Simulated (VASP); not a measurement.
Here is a VASP 6.6.1 calculation.

INCAR

```
  PREC = Accurate
  ENCUT = 600
  EDIFF = 1E-7
  ISMEAR = -1
  SIGMA = 0.02
  LREAL = F
  LASPH = T
  NELM = 60
  ALGO = Normal
  ISIF = 3
  LWAVE = F
  LCHARG = F
  GGA = CA
  IBRION = 2
  NSW = 80
  EDIFFG = -0.005
```

File KPOINTS:

```
regular mesh
0
Gamma
  10 10 10
```

The input POSCAR:

```
MgO
1.0
    0.0000000000      2.1268522615      2.1268522615
    2.1268522615      0.0000000000      2.1268522615
    2.1268522615      2.1268522615      0.0000000000
Mg O
1 1
Direct
    0.0000000000      0.0000000000      0.0000000000
    0.5000000000      0.5000000000      0.5000000000
```

Potentials or basis: VASP PAW LDA potentials, release 64 (Mg, O).

Run with:

```console
$ cat potpaw_LDA.64/Mg/POTCAR potpaw_LDA.64/O/POTCAR > POTCAR
$ mpirun -np 1 vasp_std > vasp.out
```

Predict the band gap on the k mesh.

5.16 eV, direct.

Predict the relaxed volume.

8.89 Å³/atom.

The path:
```tsv
step	energy change (eV)	largest force (eV/Å)	pressure (GPa)	volume (Å³)
1	0.0000	0.0000	-12.02	19.24
2	-0.0510	0.0000	5.21	17.30
3	-0.0586	0.0000	0.03	17.78
```

Expect the measured gap to be larger: semilocal functionals such as LDA lack the derivative discontinuity. LDA usually gives volumes a few per cent too small.
